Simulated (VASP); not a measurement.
# Pt (I4_1/amd) in VASP: relaxation of cell and atoms with PBE

Aim: the relaxation of cell and atoms of Pt with PBE.

All numbers are computed with VASP 6.6.1; they aren't measurements. Logs are shortened: lines on timing, memory, paths and dates and some standing lists are left out, and cuts for length are marked.

## (1) The cell of the first run

It takes space group I4_1/amd (No. 141, tetragonal). Conventional cell: a = 5.056 Å, b = 5.056 Å, c = 2.725 Å, α = 90.00°, β = 90.00°, γ = 90.00°. Pt (site symmetry -4m2) has 10 Pt at 2.62 to 3.25 Å within 3.5 Å.

## (2) Relaxation of cell and atoms, PBE, target pressure -2.9 GPa, at which the enthalpy is minimised

INCAR

```
PREC = Accurate
ENCUT = 600
EDIFF = 1E-6
ISMEAR = -1
SIGMA = 0.05
LREAL = False
LASPH = True
NELM = 80
ALGO = Normal
ISIF = 3
LWAVE = False
LCHARG = False
GGA = PE
IBRION = 2
NSW = 32
EDIFFG = -0.005
PSTRESS = -29.0
```

KPOINTS

```
regular mesh
0
Gamma
  16 16 16
```

POSCAR

```
Pt
1.0
   -2.5280555730      2.5280555730      1.3623100501
    2.5280555730     -2.5280555730      1.3623100501
    2.5280555730      2.5280555730     -1.3623100501
Pt
2
Direct
   -0.3750000000     -0.1250000000     -0.2500000000
    0.3750000000      0.1250000000      0.2500000000
```

Potentials or basis: VASP PAW PBE potentials, release 64 (Pt).

Launch:

```bash
$ cat potpaw_PBE.64/Pt/POTCAR > POTCAR
$ mpirun -np 1 vasp_std > vasp.out
```

OUTCAR:

```text
PREC = Accurate
   ENCUT = 600
   EDIFF = 1E-6
   ISMEAR = -1
   LREAL = False
   LASPH = True
   NELM = 80
   ISIF = 3
   GGA = PE
   IBRION = 2
   NSW = 32
   EDIFFG = -0.005
   PSTRESS = -29.0

 ion  position               nearest neighbor table
   1  0.625  0.875  0.750-   2 2.62   2 2.62   2 2.62   2 2.62   2 3.25   2 3.25   2 3.25   2 3.25

   2  0.375  0.125  0.250-   1 2.62   1 2.62   1 2.62   1 2.62   1 3.25   1 3.25   1 3.25   1 3.25

  LATTYP: Found a body centered tetragonal cell.
 ALAT       =     5.0561111460
 C/A-ratio  =     0.5388766231

  Lattice vectors:

 A1 = (  -2.5280555730,   2.5280555730,   1.3623100501)
 A2 = (   2.5280555730,  -2.5280555730,   1.3623100501)
 A3 = (   2.5280555730,   2.5280555730,  -1.3623100501)

Analysis of symmetry for initial positions (statically):
=====================================================================
 Subroutine PRICEL returns:
 Original cell was already a primitive cell.

 Routine SETGRP: Setting up the symmetry group for a
 body centered tetragonal supercell.

 Subroutine GETGRP returns: Found 16 space group operations
 (whereof  4 operations were pure point group operations)
 out of a pool of 16 trial point group operations.

The static configuration has the point symmetry C_2h.
 The point group associated with its full space group is D_4h.

Analysis of symmetry for dynamics (positions and initial velocities):
=====================================================================
 Subroutine PRICEL returns:
 Original cell was already a primitive cell.

 Routine SETGRP: Setting up the symmetry group for a
 body centered tetragonal supercell.

 Subroutine GETGRP returns: Found 16 space group operations
 (whereof  4 operations were pure point group operations)
 out of a pool of 16 trial point group operations.

The dynamic configuration has the point symmetry C_2h.
 The point group associated with its full space group is D_4h.

 Subroutine INISYM returns: Found 16 space group operations
 (whereof  4 operations are pure point group operations),
 and found     1 'primitive' translations

----------------------------------------------------------------------------------------

                                     Primitive cell

  volume of cell :      34.8264

  direct lattice vectors                    reciprocal lattice vectors
    -2.528055573  2.528055573  1.362310050     0.000000000  0.197780462  0.367023645
     2.528055573 -2.528055573  1.362310050     0.197780462  0.000000000  0.367023645
     2.528055573  2.528055573 -1.362310050     0.197780462  0.197780462  0.000000000

  length of vectors
     3.825966366  3.825966366  3.825966366     0.416921416  0.416921416  0.279703812

  position of ions in fractional coordinates (direct lattice)
     0.625000000  0.875000000  0.750000000
     0.375000000  0.125000000  0.250000000

  ion indices of the primitive-cell ions
   primitive index   ion index
                 1           1
                 2           2

----------------------------------------------------------------------------------------

 KPOINTS: regular mesh

Automatic generation of k-mesh.
 Grid dimensions read from file:
 generate k-points for:   16   16   16

 Generating k-lattice:

  Cartesian coordinates                     Fractional coordinates (reciprocal lattice)
     0.000000000  0.012361279  0.022938978     0.062500000  0.000000000 -0.000000000
     0.012361279  0.000000000  0.022938978     0.000000000  0.062500000 -0.000000000
     0.012361279  0.012361279  0.000000000     0.000000000  0.000000000  0.062500000

  Length of vectors
     0.026057589  0.026057589  0.017481488

  Shift w.r.t. Gamma in fractional coordinates (k-lattice)
     0.000000000  0.000000000  0.000000000

 Subroutine IBZKPT returns following result:
 ===========================================

 Found    349 irreducible k-points:

 Following reciprocal coordinates:
            Coordinates               Weight
  0.000000  0.000000  0.000000      1.000000
  0.062500  0.000000 -0.000000      8.000000
  0.125000  0.000000 -0.000000      8.000000
  0.187500  0.000000 -0.000000      8.000000
  0.250000  0.000000 -0.000000      8.000000
  0.312500  0.000000 -0.000000      8.000000
[... 16 lines left out ...]
 -0.125000  0.062500  0.000000     16.000000
 -0.062500  0.062500  0.000000      4.000000
 [... further k-points ...]
   k-points           NKPTS =    349   k-points in BZ     NKDIM =    349   number of bands    NBANDS=     14
   number of dos      NEDOS =    301   number of ions     NIONS =      2
   total plane-waves  NPLWV =  32768
   dimension x,y,z NGX =    32 NGY =   32 NGZ =   32
   dimension x,y,z NGXF=    64 NGYF=   64 NGZF=   64
   ions per type =               2
   NGX,Y,Z   is equivalent  to a cutoff of  13.90, 13.90, 13.90 a.u.
   NGXF,Y,Z  is equivalent  to a cutoff of  27.81, 27.81, 27.81 a.u.
 SYSTEM =  unknown system
   PREC   = accura    normal or accurate (medium, high low for compatibility)
   ISTART =      0    job   : 0-new  1-cont  2-samecut
   ICHARG =      2    charge: 1-file 2-atom 10-const
   ISPIN  =      1    spin polarized calculation?
   LNONCOLLINEAR =      F non collinear calculations
   LSORBIT =      F    spin-orbit coupling
   LASPH  =      T    aspherical Exc in radial PAW
   ENCUT  =  600.0 eV  44.10 Ry    6.64 a.u.   7.64  7.64  7.64*2*pi/ulx,y,z
   NELM   =     80;   NELMIN=  2; NELMDL= -5     # of ELM steps
   EDIFF  = 0.1E-05   stopping-criterion for ELM
   LREAL  =      F    real-space projection
   EDIFFG = -.5E-02   stopping-criterion for IOM
   NSW    =     32    number of steps for IOM
   IBRION =      2    ionic relax: 0-MD 1-quasi-New 2-CG
   NFREE  =      1    steps in history (QN), initial steepest desc. (CG)
   ISIF   =      3    stress and relaxation
   ISYM   =      2    0-nonsym 1-usesym 2-fastsym
   POTIM  = 0.5000    time-step for ionic-motion
   TEBEG  =    0.0;   TEEND  =   0.0 temperature during run
   PSTRESS=  -29.0 pullay stress
   NELECT =      20.0000    total number of electrons
   NUPDOWN=      -1.0000    fix difference up-down
   EMIN   =  10.00;   EMAX   =-10.00  energy-range for DOS
   EFERMI =   0.00;   METHOD = LEGACY
   ISMEAR =    -1;   SIGMA  =   0.05  broadening in eV -4-tet -1-fermi 0-gaus
   EFERMI_NEDOS =   21; number of points for ismear=-14 and -15
   IALGO  =     38    algorithm
   IMIX   =      4    mixing-type and parameters
     AMIX     =   0.40;   BMIX     =  1.00
     AMIX_MAG =   1.60;   BMIX_MAG =  1.00
  volume/ion in A,a.u.               =      17.41       117.51
  Fermi-wavevector in a.u.,A,eV,Ry     =   1.360761  2.571465 25.193497  1.851670
  Thomas-Fermi vector in A             =   2.487395
   LORBIT       =      0    0 simple, 1 ext, 2 COOP (PROOUT), +10 PAW based schemes
   GGA     = PE    functional components
   LHFCALC =     F    Hartree Fock is set to
   AEXX    =    0.0000 exact exchange contribution
   IVDW    =     0    specifies the selected vdW correction
   LEPSILON=     F    determine dielectric tensor
   LRPA    =     F    only Hartree local field effects (RPA)
 conjugate gradient relaxation of ions
 non-spin polarized calculation
  energy-cutoff  :      600.00
  volume of cell :       34.83
 maximum number of plane-waves:      1188
   NGX = 15   NGY = 15   NGZ = 15

--------------------------------------- Ionic step        1  -------------------------------------------

 number of electron      20.0000000 magnetization

 Free energy of the ion-electron system (eV)
  ---------------------------------------------------
  ext. energy  EPLUGINS =         0.00000000
  ---------------------------------------------------
  free energy    TOTEN  =       -11.60915956 eV

  energy without entropy =      -11.58940062  energy(sigma->0) =      -11.59928009

------------------------ aborting loop because EDIFF is reached ----------------------------------------

  FORCE on cell =-STRESS in cart. coord.  units (eV):
  Direction    XX          YY          ZZ          XY          YZ          ZX
  --------------------------------------------------------------------------------------
  -------------------------------------------------------------------------------------
  Total       -0.7225639     -0.7225639     -0.7133655     -0.0000000     -0.0000000      0.0000000
  in kB      -33.2412727    -33.2412727    -32.8181065     -0.0000000     -0.0000000      0.0000000
  external PRESSURE =      -4.1002173 kB  Pullay stress =     -29.0000000 kB
[... 61 lines left out ...]
  enthalpy is  TOTEN    =       -12.2392568855 eV   P V=       -0.6263146695

--------------------------------------- Ionic step        3  -------------------------------------------

 number of electron      20.0000000 magnetization

 Free energy of the ion-electron system (eV)
  ---------------------------------------------------
  ext. energy  EPLUGINS =         0.00000000
  ---------------------------------------------------
  free energy    TOTEN  =       -11.61066932 eV

  energy without entropy =      -11.59097871  energy(sigma->0) =      -11.60082401

 E-fermi :   8.8157     XC(G=0): -12.5628

 val. band max:        8.8140089954   @ k =  -0.1875   0.1250   0.0000
 cond. band min:       8.8222600732   @ k =  -0.2500   0.4375   0.1875
 fundamental gap:      0.0082510778
 Fermi energy:         8.8156638227

 k-point     1 :       0.0000    0.0000    0.0000
  band No.  band energies     occupation
      1       0.0719      2.00000
      2       3.0028      2.00000
      3       3.4788      2.00000
      4       3.9189      2.00000
      5       4.5077      2.00000
      6       7.5133      2.00000
      7       7.5133      2.00000
      8       7.5751      2.00000
      9       7.5751      2.00000
     10       9.1106      0.00547
     11      10.1549      0.00000
     12      13.8146      0.00000
     13      13.8146      0.00000
     14      19.2573      0.00000
[... 375 lines left out ...]
 k-point    24 :      -0.0625    0.0625    0.0000
  band No.  band energies     occupation
      1       0.1325      2.00000
      2       3.0436      2.00000
      3       3.5068      2.00000
      4       3.9050      2.00000
      5       4.4917      2.00000
      6       7.5007      2.00000
      7       7.5255      2.00000
      8       7.5942      2.00000
      9       7.5951      2.00000
     10       9.0647      0.01364
     11       9.9680      0.00000
     12      13.4412      0.00000
     13      14.0725      0.00000
     14      19.5748      0.00000

 [... further k-points ...]

------------------------ aborting loop because EDIFF is reached ----------------------------------------

  FORCE on cell =-STRESS in cart. coord.  units (eV):
  Direction    XX          YY          ZZ          XY          YZ          ZX
  --------------------------------------------------------------------------------------
  -------------------------------------------------------------------------------------
  Total       -0.6264003     -0.6264003     -0.6237994      0.0000000      0.0000000      0.0000000
  in kB      -28.8818132    -28.8818132    -28.7618917      0.0000000      0.0000000      0.0000000
  external PRESSURE =       0.1581607 kB  Pullay stress =     -29.0000000 kB
[... 17 lines left out ...]
  FREE ENERGIE OF THE ION-ELECTRON SYSTEM (eV)
  ---------------------------------------------------
  free  energy   TOTEN  =       -11.6106693201 eV

  energy  without entropy=      -11.5909787097  energy(sigma->0) =      -11.60082401

  enthalpy is  TOTEN    =       -12.2396329269 eV   P V=       -0.6289636068

 reached required accuracy - stopping structural energy minimisation
```

Run time: 3.8 min. Hardware: 1 thread of Intel Xeon Platinum 8488C (Sapphire Rapids), shared host; peak memory 0.33 GiB.

What came out:

- Free energy: -11.6107 eV
- Relaxed volume: 17.37 Å³/atom
- Relaxed cell: a = 3.823 Å, b = 3.823 Å, c = 3.823 Å, α = 97.28°, β = 97.28°, γ = 138.28°
- Space group after relaxing (to 0.1 Å): I4_1/amd (No. 141)
- Energy change on relaxing (the run minimises the enthalpy): -0.8 meV/atom
- Ionic steps: 3
- Pressure after relaxing: -2.9 GPa
- Band gap on the k mesh: zero (bands 10 and 11 overlap by 1.54 eV)

Step by step:
```tsv
step	energy change (eV)	largest force (eV/Å)	pressure (GPa)	volume (Å³)
1	0.0000	0.0000	-3.31	34.83
2	-0.0038	0.0000	-2.07	34.60
3	-0.0015	0.0000	-2.88	34.75
```

Final structure:
```yaml
crystal:
  lattice:
    - [-2.52611, 2.52611, 1.36136]
    - [2.52611, -2.52611, 1.36136]
    - [2.52611, 2.52611, -1.36136]
  atoms:
    - { symbol: Pt, position: [0.62500, 0.87500, 0.75000] }
    - { symbol: Pt, position: [0.37500, 0.12500, 0.25000] }
```

Caveat: the cell is relaxed towards a set pressure, so the run minimises the enthalpy, not the energy; spin-orbit coupling is left out, which moves the levels of the heavy elements.
